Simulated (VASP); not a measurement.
**TePb: single point with PBEsol**

TePb:

```
Pb Te
1.0
     0.00000    2.89196    2.89196
     2.89196    0.00000    2.89196
     2.89196    2.89196    0.00000
Pb Te
1 1
Direct
  0.00000 0.00000 0.00000
  0.50000 0.50000 0.50000
```

| Property | Result |
| --- | --- |
| Program | VASP 6.6.1 |
| Task | single point |
| Functional | PBEsol |
| Potentials or basis | VASP PAW PBE potentials, release 64 (Pb_d, Te) |
| Cutoff | 520 eV |
| k mesh | 7 × 7 × 7 |
| Occupations | fermi-dirac, width 0.05 eV |
| Spin | no spin polarisation |
| Dipole correction | no |
| Further INCAR settings | ALGO = Normal; EDIFF = 1e-06; NBANDS = 17 |

```json
{
  "Pressure": "30.0 GPa"
}
```

Levels at points of the mesh, in eV from the Fermi level:
```tsv
k point	band 8	band 9	band 10	band 11	band 12	band 13
(0.00, 0.00, 0.00)	-2.85	-2.85	-2.85	4.22	4.22	4.22
```

Run time: 28 s on 1 thread of Intel Xeon 8259CL, with other jobs on the host, peak memory 0.17 GiB.

Caveat: this odd mesh misses L, where the gap lies, so gap, dielectric constants and Born charges aren't listed; the PAW data sets were made with another functional, which shifts forces and pressure a little; spin-orbit coupling is left out, which moves the levels of the heavy elements.
